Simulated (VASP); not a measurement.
# Ti (Im-3m) in VASP: a series of runs

The runs below take Ti through single point, relaxation of cell and atoms, with PBE.

Everything below comes from runs of VASP 6.6.1. Logs are shortened: lines on timing, memory, paths and dates and some standing lists are left out, and cuts for length are marked.

### Step 1. The cell of the first run

Symmetry: Im-3m, No. 229, cubic system. The conventional cell has a = 3.128 Å, b = 3.128 Å, c = 3.128 Å, α = 90.00°, β = 90.00°, γ = 90.00°. Within 3.6 Å of Ti (site symmetry m-3m) lie 14 Ti at 2.71 to 3.13 Å.

### Step 2. Single point, PBE

Contents of INCAR:

```
SYSTEM = Ti
ALGO = Normal
EDIFF = 1E-7
ENCUT = 520
GGA = PE
ISIF = 2
ISMEAR = -1
LASPH = .True.
LCHARG = .True.
LELF = .True.
LREAL = .False.
LVHAR = .True.
LWAVE = .False.
NBANDS = 12
NELM = 60
PREC = Accurate
SIGMA = 0.1
```

Contents of KPOINTS:

```
k-points
0
Gamma
  17 17 17
  0 0 0
```

Contents of POSCAR:

```
Ti
1.0
   -1.5638761891      1.5638761891      1.5638761891
    1.5638761891     -1.5638761891      1.5638761891
    1.5638761891      1.5638761891     -1.5638761891
Ti
1
Direct
    0.0000000000      0.0000000000      0.0000000000
```

Potentials or basis: VASP PAW PBE potentials, release 64 (Ti_sv).

On the command line:

```bash
$ cat potpaw_PBE.64/Ti_sv/POTCAR > POTCAR
$ mpirun -np 1 vasp_std > vasp.out
```

OUTCAR:

```text
SYSTEM = Ti
   EDIFF = 1E-7
   ENCUT = 520
   GGA = PE
   ISIF = 2
   ISMEAR = -1
   LASPH = .True.
   LREAL = .False.
   NELM = 60
   PREC = Accurate

 ion  position               nearest neighbor table
   1  0.000  0.000  0.000-

  LATTYP: Found a body centered cubic cell.
 ALAT       =     3.1277523782

  Lattice vectors:

 A1 = (  -1.5638761891,   1.5638761891,   1.5638761891)
 A2 = (   1.5638761891,  -1.5638761891,   1.5638761891)
 A3 = (   1.5638761891,   1.5638761891,  -1.5638761891)

Analysis of symmetry for initial positions (statically):
=====================================================================
 Subroutine PRICEL returns:
 Original cell was already a primitive cell.

 Routine SETGRP: Setting up the symmetry group for a
 body centered cubic supercell.

 Subroutine GETGRP returns: Found 48 space group operations
 (whereof 48 operations were pure point group operations)
 out of a pool of 48 trial point group operations.

The static configuration has the point symmetry O_h .

Analysis of symmetry for dynamics (positions and initial velocities):
=====================================================================
 Subroutine PRICEL returns:
 Original cell was already a primitive cell.

 Routine SETGRP: Setting up the symmetry group for a
 body centered cubic supercell.

 Subroutine GETGRP returns: Found 48 space group operations
 (whereof 48 operations were pure point group operations)
 out of a pool of 48 trial point group operations.

The dynamic configuration has the point symmetry O_h .

 Subroutine INISYM returns: Found 48 space group operations
 (whereof 48 operations are pure point group operations),
 and found     1 'primitive' translations

----------------------------------------------------------------------------------------

                                     Primitive cell

  volume of cell :      15.2991

  direct lattice vectors                    reciprocal lattice vectors
    -1.563876189  1.563876189  1.563876189     0.000000000  0.319718404  0.319718404
     1.563876189 -1.563876189  1.563876189     0.319718404  0.000000000  0.319718404
     1.563876189  1.563876189 -1.563876189     0.319718404  0.319718404  0.000000000

  length of vectors
     2.708713016  2.708713016  2.708713016     0.452150104  0.452150104  0.452150104

  position of ions in fractional coordinates (direct lattice)
     0.000000000  0.000000000  0.000000000

  ion indices of the primitive-cell ions
   primitive index   ion index
                 1           1

----------------------------------------------------------------------------------------

 KPOINTS: k-points

Automatic generation of k-mesh.
 Grid dimensions read from file:
 generate k-points for:   17   17   17

 Generating k-lattice:

  Cartesian coordinates                     Fractional coordinates (reciprocal lattice)
     0.000000000  0.018806965  0.018806965     0.058823529  0.000000000  0.000000000
     0.018806965  0.000000000  0.018806965     0.000000000  0.058823529  0.000000000
     0.018806965  0.018806965  0.000000000     0.000000000  0.000000000  0.058823529

  Length of vectors
     0.026597065  0.026597065  0.026597065

  Shift w.r.t. Gamma in fractional coordinates (k-lattice)
     0.000000000  0.000000000  0.000000000

 Subroutine IBZKPT returns following result:
 ===========================================

 Found    165 irreducible k-points:

 Following reciprocal coordinates:
            Coordinates               Weight
  0.000000  0.000000  0.000000      1.000000
  0.058824  0.000000  0.000000     12.000000
  0.117647  0.000000  0.000000     12.000000
  0.176471  0.000000  0.000000     12.000000
  0.235294  0.000000  0.000000     12.000000
  0.294118  0.000000  0.000000     12.000000
[... 16 lines left out ...]
  0.411765  0.117647  0.000000     48.000000
  0.176471  0.176471  0.000000     24.000000
 [... further k-points ...]
   k-points           NKPTS =    165   k-points in BZ     NKDIM =    165   number of bands    NBANDS=     12
   number of dos      NEDOS =    301   number of ions     NIONS =      1
   total plane-waves  NPLWV =   8000
   dimension x,y,z NGX =    20 NGY =   20 NGZ =   20
   dimension x,y,z NGXF=    40 NGYF=   40 NGZF=   40
   ions per type =               1
   NGX,Y,Z   is equivalent  to a cutoff of  12.27, 12.27, 12.27 a.u.
   NGXF,Y,Z  is equivalent  to a cutoff of  24.55, 24.55, 24.55 a.u.
 SYSTEM =  Ti
   PREC   = accura    normal or accurate (medium, high low for compatibility)
   ISTART =      0    job   : 0-new  1-cont  2-samecut
   ICHARG =      2    charge: 1-file 2-atom 10-const
   ISPIN  =      1    spin polarized calculation?
   LNONCOLLINEAR =      F non collinear calculations
   LSORBIT =      F    spin-orbit coupling
   LASPH  =      T    aspherical Exc in radial PAW
   ENCUT  =  520.0 eV  38.22 Ry    6.18 a.u.   5.04  5.04  5.04*2*pi/ulx,y,z
   NELM   =     60;   NELMIN=  2; NELMDL= -5     # of ELM steps
   EDIFF  = 0.1E-06   stopping-criterion for ELM
   LREAL  =      F    real-space projection
   EDIFFG = 0.1E-05   stopping-criterion for IOM
   NSW    =      0    number of steps for IOM
   IBRION =     -1    ionic relax: 0-MD 1-quasi-New 2-CG
   NFREE  =      0    steps in history (QN), initial steepest desc. (CG)
   ISIF   =      2    stress and relaxation
   ISYM   =      2    0-nonsym 1-usesym 2-fastsym
   POTIM  = 0.5000    time-step for ionic-motion
   TEBEG  =    0.0;   TEEND  =   0.0 temperature during run
   PSTRESS=    0.0 pullay stress
   NELECT =      12.0000    total number of electrons
   NUPDOWN=      -1.0000    fix difference up-down
   EMIN   =  10.00;   EMAX   =-10.00  energy-range for DOS
   EFERMI =   0.00;   METHOD = LEGACY
   ISMEAR =    -1;   SIGMA  =   0.10  broadening in eV -4-tet -1-fermi 0-gaus
   EFERMI_NEDOS =   21; number of points for ismear=-14 and -15
   IALGO  =     38    algorithm
   IMIX   =      4    mixing-type and parameters
     AMIX     =   0.40;   BMIX     =  1.00
     AMIX_MAG =   1.60;   BMIX_MAG =  1.00
  volume/ion in A,a.u.               =      15.30       103.24
  Fermi-wavevector in a.u.,A,eV,Ry     =   1.509777  2.853065 31.013493  2.279427
  Thomas-Fermi vector in A             =   2.620055
   LORBIT       =      0    0 simple, 1 ext, 2 COOP (PROOUT), +10 PAW based schemes
   GGA     = PE    functional components
[... 5 lines left out ...]
 non-spin polarized calculation
  energy-cutoff  :      520.00
  volume of cell :       15.30
 maximum number of plane-waves:       424
   NGX =  9   NGY =  9   NGZ =  9

 number of electron      11.9999992 magnetization

 Free energy of the ion-electron system (eV)
  ---------------------------------------------------
  ext. energy  EPLUGINS =         0.00000000
  ---------------------------------------------------
  free energy    TOTEN  =        -7.67404853 eV

  energy without entropy =       -7.60948903  energy(sigma->0) =       -7.64176878

 E-fermi :   9.4722     XC(G=0): -12.1028

 val. band max:        9.4690823018   @ k =  -0.2941   0.3529   0.0588
 cond. band min:       9.4768700279   @ k =   0.2353   0.2353   0.0000
 fundamental gap:      0.0077877261
 Fermi energy:         9.4722412955

 k-point     1 :       0.0000    0.0000    0.0000
  band No.  band energies     occupation
      1     -46.8230      2.00000
      2     -22.4970      2.00000
      3     -22.4970      2.00000
      4     -22.4970      2.00000
      5       3.2719      2.00000
      6      10.5701      0.00003
      7      10.5701      0.00003
      8      10.5701      0.00003
      9      12.6209      0.00000
     10      12.6209      0.00000
     11      27.8025      0.00000
     12      27.8025      0.00000

 k-point     2 :       0.0588    0.0000    0.0000
  band No.  band energies     occupation
      1     -46.8158      2.00000
      2     -22.5329      2.00000
      3     -22.5077      2.00000
      4     -22.4973      2.00000
      5       3.4061      2.00000
      6      10.5044      0.00007
      7      10.5523      0.00004
      8      10.6720      0.00001
      9      12.5411      0.00000
     10      12.6244      0.00000
     11      27.6892      0.00000
     12      27.8129      0.00000

 k-point     3 :       0.1176    0.0000    0.0000
  band No.  band energies     occupation
      1     -46.7951      2.00000
      2     -22.6347      2.00000
      3     -22.5381      2.00000
      4     -22.4983      2.00000
      5       3.7963      2.00000
      6      10.3216      0.00041
      7      10.4720      0.00009
      8      10.9714      0.00000
      9      12.3678      0.00000
     10      12.6382      0.00000
     11      27.2747      0.00000
     12      27.7354      0.00000

 k-point     4 :       0.1765    0.0000    0.0000
  band No.  band energies     occupation
      1     -46.7635      2.00000
      2     -22.7869      2.00000
      3     -22.5839      2.00000
      4     -22.4997      2.00000
      5       4.4011      2.00000
      6      10.0574      0.00574
      7      10.2816      0.00061
      8      11.4482      0.00000
      9      12.2472      0.00000
     10      12.6700      0.00000
     11      26.4266      0.00000
     12      27.3291      0.00000

 k-point     5 :       0.2353    0.0000    0.0000
  band No.  band energies     occupation
      1     -46.7253      2.00000
      2     -22.9669      2.00000
      3     -22.6387      2.00000
      4     -22.5014      2.00000
      5       5.1407      2.00000
      6       9.7573      0.10934
      7      10.0215      0.00820
      8      12.0666      0.00000
      9      12.2632      0.00000
     10      12.7265      0.00000
     11      25.1401      0.00000
     12      26.5487      0.00000

 k-point     6 :       0.2941    0.0000    0.0000
  band No.  band energies     occupation
      1     -46.6853      2.00000
      2     -23.1495      2.00000
      3     -22.6949      2.00000
      4     -22.5032      2.00000
      5       5.8737      2.00000
      6       9.4649      1.03680
      7       9.8694      0.03697
      8      12.3801      0.00000
      9      12.7708      0.00000
     10      12.8076      0.00000
     11      23.5877      0.00000
     12      25.6220      0.00000

 k-point     7 :       0.3529    0.0000    0.0000
  band No.  band energies     occupation
      1     -46.6492      2.00000
      2     -23.3108      2.00000
      3     -22.7449      2.00000
      4     -22.5049      2.00000
      5       6.4015      2.00000
      6       9.2158      1.85701
      7      10.0351      0.00716
      8      12.5218      0.00000
      9      12.9023      0.00000
     10      13.4781      0.00000
     11      22.0086      0.00000
     12      24.7712      0.00000

 k-point     8 :       0.4118    0.0000    0.0000
  band No.  band energies     occupation
      1     -46.6218      2.00000
      2     -23.4305      2.00000
      3     -22.7823      2.00000
      4     -22.5062      2.00000
      5       6.6327      2.00000
      6       9.0361      1.97479
      7      10.5253      0.00005
      8      12.6201      0.00000
      9      12.9890      0.00000
     10      14.0736      0.00000
     11      20.6595      0.00000
     12      24.1346      0.00000
[... 166 lines left out ...]
 k-point    20 :       0.2353    0.1176    0.0000
  band No.  band energies     occupation
      1     -46.6731      2.00000
      2     -23.1664      2.00000
      3     -22.7112      2.00000
      4     -22.5458      2.00000
      5       6.2002      2.00000
      6       9.3998      1.34711
      7       9.6271      0.35054
      8      12.1814      0.00000
      9      12.9677      0.00000
     10      13.2048      0.00000
     11      23.6621      0.00000
     12      25.1074      0.00000

 k-point    21 :       0.2941    0.1176   -0.0000
  band No.  band energies     occupation
      1     -46.6394      2.00000
      2     -23.2997      2.00000
      3     -22.7736      2.00000
      4     -22.5494      2.00000
      5       6.7420      2.00000
      6       9.1874      1.89043
      7       9.6800      0.22263
      8      12.3556      0.00000
      9      13.0591      0.00000
     10      13.9558      0.00000
     11      22.0624      0.00000
     12      24.3767      0.00000

 k-point    22 :       0.3529    0.1176    0.0000
  band No.  band energies     occupation
      1     -46.6139      2.00000
      2     -23.3983      2.00000
      3     -22.8212      2.00000
      4     -22.5518      2.00000
      5       6.9747      2.00000
      6       9.0455      1.97236
      7      10.0165      0.00862
      8      12.5049      0.00000
      9      13.1560      0.00000
     10      14.6318      0.00000
     11      20.6555      0.00000
     12      23.8231      0.00000

 k-point    23 :       0.4118    0.1176    0.0000
  band No.  band energies     occupation
      1     -46.6001      2.00000
      2     -23.4506      2.00000
      3     -22.8468      2.00000
      4     -22.5530      2.00000
      5       7.0220      2.00000
      6       8.9711      1.98677
      7      10.3460      0.00032
      8      12.5605      0.00000
      9      13.2594      0.00000
     10      15.0679      0.00000
     11      19.7711      0.00000
     12      23.5217      0.00000

 k-point    24 :       0.1765    0.1765    0.0000
  band No.  band energies     occupation
      1     -46.6764      2.00000
      2     -23.1383      2.00000
      3     -22.7039      2.00000
      4     -22.5625      2.00000
      5       6.1849      2.00000
      6       9.3741      1.45474
      7       9.6122      0.39562
      8      12.0885      0.00000
      9      12.9784      0.00000
     10      13.2165      0.00000
     11      24.3720      0.00000
     12      24.6787      0.00000

 [... further k-points ...]
[... 5 lines left out ...]
  --------------------------------------------------------------------------------------
  -------------------------------------------------------------------------------------
  Total        1.4831196      1.4831196      1.4831196      0.0000000     -0.0000000      0.0000000
  in kB      155.3172396    155.3172396    155.3172396      0.0000000     -0.0000000      0.0000000
  external PRESSURE =     155.3172396 kB  Pullay stress =       0.0000000 kB

 VOLUME and BASIS-vectors are now :
 -----------------------------------------------------------------------------
  energy-cutoff  :      520.00
  volume of cell :       15.30
      direct lattice vectors                 reciprocal lattice vectors
    -1.563876189  1.563876189  1.563876189     0.000000000  0.319718404  0.319718404
     1.563876189 -1.563876189  1.563876189     0.319718404  0.000000000  0.319718404
     1.563876189  1.563876189 -1.563876189     0.319718404  0.319718404  0.000000000

 POSITION                                       TOTAL-FORCE (eV/Angst)
 -----------------------------------------------------------------------------------
      0.00000      0.00000      0.00000        -0.000000      0.000000     -0.000000
 -----------------------------------------------------------------------------------
    total drift:                                0.000000     -0.000000      0.000000

  FREE ENERGIE OF THE ION-ELECTRON SYSTEM (eV)
  ---------------------------------------------------
  free  energy   TOTEN  =        -7.6740485319 eV

  energy  without entropy=       -7.6094890290  energy(sigma->0) =       -7.64176878
```

Wall time 15 s (1 thread of Intel Xeon 6975P-C (Granite Rapids), shared host); peak memory 0.14 GiB.

Results:

```
Free energy            : -7.6740 eV
Pressure               : 15.5 GPa
Band gap on the k mesh : zero (band 6 reaches 10.57 eV, above the bottom of band 7 at 8.77 eV)
```

Levels at points of the mesh, in eV from the Fermi level:
```csv
k point,band 4,band 5,band 6,band 7,band 8,band 9
"(0.00, 0.00, 0.00)",-31.97,-6.20,1.10,1.10,1.10,3.15
```

(Part 1 of 2 ends here.)
